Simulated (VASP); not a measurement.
# Li16H (a cell with a defect) in VASP: a series of runs, part 2 of 2

VASP 6.6.1. The steps go on from the part before.

## 4. Single point, PBEsol

File INCAR:

```
PREC     = Accurate       # precision mode
ENCUT    = 520            # plane-wave cutoff, eV
EDIFF    = 1E-6           # SCF threshold, eV
ISMEAR   = 0              # smearing method
SIGMA    = 0.15           # smearing width, eV
LREAL    = Auto         
LASPH    = True           # aspherical terms in the spheres
NELM     = 80             # most SCF steps
ALGO     = Normal         # electronic algorithm
ISIF     = 2              # what is computed and relaxed
LWAVE    = False          # write WAVECAR
LCHARG   = False          # write CHGCAR
GGA      = PS             # functional
NBANDS   = 38             # bands
```

File KPOINTS:

```
regular mesh
0
Gamma
  3 3 3
```

File POSCAR:

```
Li16H
1.0
    6.9800000000      0.0000000000      0.0000000000
    0.0000000000      6.9800000000      0.0000000000
    0.0000000000      0.0000000000      6.9800000000
Li H
16 1
Direct
    0.0124712034     -0.0002757880      0.0153028653
    0.4869147564     -0.0002707736      0.0153607450
    0.0085759312      0.4998770774     -0.0114369628
   -0.0210565903      0.0002501433      0.4991785100
    0.2499537249      0.2568889685      0.2617924069
    0.4912594556      0.4998896848     -0.0116388252
    0.5204901146      0.0002845272      0.4990087393
    0.7498954155      0.2624595989      0.2340908309
   -0.0057055874      0.5005121777      0.5046752149
    0.2499644699      0.7426703438      0.2623474212
    0.2501856734      0.2436971347      0.7445295129
    0.5054002865      0.5005292264      0.5046964183
    0.7499017192      0.7358779370      0.2339372493
    0.7500835244      0.2302369628      0.7510846705
    0.2502011461      0.7554607450      0.7444908309
    0.7501179083      0.7682319484      0.7515626074
    0.7498431232     -0.0004449857      0.6269371060
```

Potentials or basis: VASP PAW PBE potentials, release 64 (Li_sv, H).

On the command line:

```bash
cat potpaw_PBE.64/Li_sv/POTCAR potpaw_PBE.64/H/POTCAR > POTCAR
mpirun -np 1 vasp_std > vasp.out
```

OUTCAR:

```text
PREC = Accurate
   ENCUT = 520
   EDIFF = 1E-6
   ISMEAR = 0
   LREAL = Auto
   LASPH = True
   NELM = 80
   ISIF = 2
   GGA = PS

 ion  position               nearest neighbor table
   1  0.012  1.000  0.015-
   2  0.487  1.000  0.015-
   3  0.009  0.500  0.989-
   4  0.979  0.000  0.499-
   5  0.250  0.257  0.262-
   6  0.491  0.500  0.988-
[... 9 lines left out ...]
  16  0.750  0.768  0.752-
  17  0.750  1.000  0.627-

  LATTYP: Found a simple cubic cell.
 ALAT       =     6.9800000000

  Lattice vectors:

 A1 = (   6.9800000000,   0.0000000000,   0.0000000000)
 A2 = (   0.0000000000,   6.9800000000,   0.0000000000)
 A3 = (   0.0000000000,   0.0000000000,   6.9800000000)

Analysis of symmetry for initial positions (statically):
=====================================================================
 Subroutine PRICEL returns:
 Original cell was already a primitive cell.

 Routine SETGRP: Setting up the symmetry group for a
 simple cubic supercell.

 Subroutine GETGRP returns: Found  1 space group operations
 (whereof  1 operations were pure point group operations)
 out of a pool of 48 trial point group operations.

The static configuration has the point symmetry C_1 .

Analysis of symmetry for dynamics (positions and initial velocities):
=====================================================================
 Subroutine PRICEL returns:
 Original cell was already a primitive cell.

 Routine SETGRP: Setting up the symmetry group for a
 simple cubic supercell.

 Subroutine GETGRP returns: Found  1 space group operations
 (whereof  1 operations were pure point group operations)
 out of a pool of 48 trial point group operations.

The dynamic configuration has the point symmetry C_1 .

 Subroutine INISYM returns: Found  1 space group operations
 (whereof  1 operations are pure point group operations),
 and found     1 'primitive' translations

----------------------------------------------------------------------------------------

                                     Primitive cell

  volume of cell :     340.0684

  direct lattice vectors                    reciprocal lattice vectors
     6.980000000  0.000000000  0.000000000     0.143266476  0.000000000  0.000000000
     0.000000000  6.980000000  0.000000000     0.000000000  0.143266476  0.000000000
     0.000000000  0.000000000  6.980000000     0.000000000  0.000000000  0.143266476

  length of vectors
     6.980000000  6.980000000  6.980000000     0.143266476  0.143266476  0.143266476

  position of ions in fractional coordinates (direct lattice)
     0.012471203  0.999724212  0.015302865
     0.486914756  0.999729226  0.015360745
     0.008575931  0.499877077  0.988563037
     0.978943410  0.000250143  0.499178510
     0.249953725  0.256888969  0.261792407
     0.491259456  0.499889685  0.988361175
[... 9 lines left out ...]
     0.750117908  0.768231948  0.751562607
     0.749843123  0.999555014  0.626937106

  ion indices of the primitive-cell ions
   primitive index   ion index
                 1           1
                 2           2
                 3           3
[... 47 lines left out ...]
  0.333333  0.333333  0.000000      2.000000
  0.000000  0.333333  0.333333      2.000000
  0.333333  0.000000  0.333333      2.000000
 -0.333333  0.333333  0.000000      2.000000
 -0.333333  0.000000  0.333333      2.000000
  0.000000 -0.333333  0.333333      2.000000
  0.333333  0.333333  0.333333      2.000000
 -0.333333  0.333333  0.333333      2.000000
 -0.333333 -0.333333  0.333333      2.000000
  0.333333 -0.333333  0.333333      2.000000
   k-points           NKPTS =     14   k-points in BZ     NKDIM =     14   number of bands    NBANDS=     38
   number of dos      NEDOS =    301   number of ions     NIONS =     17
   total plane-waves  NPLWV = 157464
   dimension x,y,z NGX =    54 NGY =   54 NGZ =   54
   dimension x,y,z NGXF=   108 NGYF=  108 NGZF=  108
   ions per type =              16   1
   NGX,Y,Z   is equivalent  to a cutoff of  12.86, 12.86, 12.86 a.u.
   NGXF,Y,Z  is equivalent  to a cutoff of  25.72, 25.72, 25.72 a.u.
 SYSTEM =  unknown system
   PREC   = accura    normal or accurate (medium, high low for compatibility)
   ISTART =      0    job   : 0-new  1-cont  2-samecut
   ICHARG =      2    charge: 1-file 2-atom 10-const
   ISPIN  =      1    spin polarized calculation?
   LNONCOLLINEAR =      F non collinear calculations
   LSORBIT =      F    spin-orbit coupling
   LASPH  =      T    aspherical Exc in radial PAW
   ENCUT  =  520.0 eV  38.22 Ry    6.18 a.u.  12.98 12.98 12.98*2*pi/ulx,y,z
   NELM   =     80;   NELMIN=  2; NELMDL= -5     # of ELM steps
   EDIFF  = 0.1E-05   stopping-criterion for ELM
   LREAL  =      T    real-space projection
   EDIFFG = 0.1E-04   stopping-criterion for IOM
   NSW    =      0    number of steps for IOM
   IBRION =     -1    ionic relax: 0-MD 1-quasi-New 2-CG
   NFREE  =      0    steps in history (QN), initial steepest desc. (CG)
   ISIF   =      2    stress and relaxation
   ISYM   =      2    0-nonsym 1-usesym 2-fastsym
   POTIM  = 0.5000    time-step for ionic-motion
   TEBEG  =    0.0;   TEEND  =   0.0 temperature during run
   PSTRESS=    0.0 pullay stress
   NELECT =      49.0000    total number of electrons
   NUPDOWN=      -1.0000    fix difference up-down
   EMIN   =  10.00;   EMAX   =-10.00  energy-range for DOS
   EFERMI =   0.00;   METHOD = LEGACY
   ISMEAR =     0;   SIGMA  =   0.15  broadening in eV -4-tet -1-fermi 0-gaus
   EFERMI_NEDOS =   21; number of points for ismear=-14 and -15
   IALGO  =     38    algorithm
   IMIX   =      4    mixing-type and parameters
     AMIX     =   0.40;   BMIX     =  1.00
     AMIX_MAG =   1.60;   BMIX_MAG =  1.00
  volume/ion in A,a.u.               =      20.00       134.99
  Fermi-wavevector in a.u.,A,eV,Ry     =   0.858258  1.621873 10.022155  0.736608
  Thomas-Fermi vector in A             =   1.975436
   LORBIT       =      0    0 simple, 1 ext, 2 COOP (PROOUT), +10 PAW based schemes
   GGA     = PS    functional components
   LHFCALC =     F    Hartree Fock is set to
   AEXX    =    0.0000 exact exchange contribution
   IVDW    =     0    specifies the selected vdW correction
   LEPSILON=     F    determine dielectric tensor
   LRPA    =     F    only Hartree local field effects (RPA)
 non-spin polarized calculation
 Gauss-broadening in eV      SIGMA  =   0.15
  energy-cutoff  :      520.00
  volume of cell :      340.07
 maximum number of plane-waves:      9180
 NGX is ok and might be reduce to    54
   NGX = 25   NGY = 25   NGZ = 25

 number of electron      48.9999984 magnetization

 Free energy of the ion-electron system (eV)
  ---------------------------------------------------
  ext. energy  EPLUGINS =         0.00000000
  ---------------------------------------------------
  free energy    TOTEN  =       -35.18801450 eV

  energy without entropy =      -35.07372172  energy(sigma->0) =      -35.13086811

 E-fermi :   0.4966     XC(G=0):  -6.9459

 val. band max:        0.4792460661   @ k =   0.0000  -0.3333   0.3333
 cond. band min:       0.5114813311   @ k =   0.0000  -0.3333   0.3333
 fundamental gap:      0.0322352650
 Fermi energy:         0.4965688551

 k-point     1 :       0.0000    0.0000    0.0000
  band No.  band energies     occupation
      1     -45.5311      2.00000
      2     -45.5272      2.00000
      3     -45.5219      2.00000
      4     -45.5209      2.00000
      5     -45.4550      2.00000
      6     -45.4505      2.00000
[... 535 lines left out ...]
     35       3.6730      0.00000
     36       3.8051      0.00000
 [bands above 36 left out]

------------------------ aborting loop because EDIFF is reached ----------------------------------------

  FORCE on cell =-STRESS in cart. coord.  units (eV):
  Direction    XX          YY          ZZ          XY          YZ          ZX
  --------------------------------------------------------------------------------------
  -------------------------------------------------------------------------------------
  Total       -1.4702089     -1.4829397     -1.6786586      0.0008472      0.0077667     -0.0054257
  in kB       -6.9266521     -6.9866308     -7.9087290      0.0039914      0.0365918     -0.0255622
  external PRESSURE =      -7.2740040 kB  Pullay stress =       0.0000000 kB

 VOLUME and BASIS-vectors are now :
 -----------------------------------------------------------------------------
  energy-cutoff  :      520.00
  volume of cell :      340.07
      direct lattice vectors                 reciprocal lattice vectors
     6.980000000  0.000000000  0.000000000     0.143266476  0.000000000  0.000000000
     0.000000000  6.980000000  0.000000000     0.000000000  0.143266476  0.000000000
     0.000000000  0.000000000  6.980000000     0.000000000  0.000000000  0.143266476

 POSITION                                       TOTAL-FORCE (eV/Angst)
 -----------------------------------------------------------------------------------
      0.08705      6.97807      0.10681         0.001859     -0.002521     -0.000752
      3.39866      6.97811      0.10722         0.004003     -0.002573     -0.000850
      0.05986      3.48914      6.90017         0.004648     -0.003335      0.004487
      6.83302      0.00175      3.48427         0.008973     -0.007711     -0.003397
      1.74468      1.79309      1.82731        -0.001699      0.003404     -0.000079
      3.42899      3.48923      6.89876        -0.001353     -0.002994      0.008392
[... 9 lines left out ...]
      5.23582      5.36226      5.24591        -0.002746      0.008611     -0.003340
      5.23390      6.97689      4.37602        -0.001669     -0.004162     -0.000197
 -----------------------------------------------------------------------------------
    total drift:                               -0.000086      0.001239      0.003897

  FREE ENERGIE OF THE ION-ELECTRON SYSTEM (eV)
  ---------------------------------------------------
  free  energy   TOTEN  =       -35.1880145023 eV

  energy  without entropy=      -35.0737217230  energy(sigma->0) =      -35.13086811
```

Wall time 4.4 min (1 thread of Oxide Virtual Turin-like, shared host); peak memory 0.38 GiB.

Results:

```
Free energy            : -35.1880 eV
Largest force          : 0.015 eV/Å
Band gap on the k mesh : zero (an odd number of electrons rules out a gap without spin polarisation)
```

Forces in eV/Å, atoms in the order of the input:
```
Li   0.002 -0.003 -0.001
Li   0.004 -0.003 -0.001
Li   0.005 -0.003  0.004
Li   0.009 -0.008 -0.003
Li  -0.002  0.003  0.000
Li  -0.001 -0.003  0.008
Li   0.000 -0.008  0.000
Li  -0.001  0.004  0.001
Li   0.001 -0.010  0.003
Li  -0.001  0.002 -0.008
Li  -0.004  0.003 -0.007
Li   0.002 -0.010  0.003
Li  -0.002  0.011  0.004
Li  -0.003  0.013  0.005
Li  -0.004  0.006 -0.005
Li  -0.003  0.009 -0.003
H   -0.002 -0.004  0.000
```

Caveat: the cutoff is under 1.25 times the usual one of these potentials, so pressure, stress and relaxed cells hold a basis-set (Pulay) error; the PAW data sets were made with another functional, which shifts forces and pressure a little.

The gap in the log of VASP goes by the Fermi energy; the results here count the filled bands.